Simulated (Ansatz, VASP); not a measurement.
## Ti in VASP and in Ansatz

```
CELL_PARAMETERS angstrom
1.87892 0.00000 0.00000
0.00000 1.87892 0.00000
0.00000 0.00000 1.87892
ATOMIC_POSITIONS crystal
Ti 0.00000 0.00000 0.00000
```

Change from the starting cell: volume scaled by 0.4, LAPW.

Alike in both runs: task single point; functional LDA; k mesh 15 × 15 × 15; occupations fermi-dirac, width 0.05 eV; no spin polarisation.

```csv
,VASP,Ansatz
version,VASP 6.6.1,Ansatz 0.2.0
potentials or method,"VASP PAW LDA potentials, release 64 (Ti_sv), cutoff 520 eV","all-electron LAPW, scalar-relativistic"
```

Ansatz gave:

```
pressure (GPa) : 486.4
```

Which values does VASP return?

Pressure (GPa): 530.7.

LDA's correlation is that of Perdew and Zunger in VASP and of Perdew and Wang (1992) in Ansatz. Both programs put the cell under a high pressure, so it lies far from rest at this level. Ansatz ran all-electron here, and VASP with PAW potentials.

Noted on VASP's run: the cell as given lies far from equilibrium.
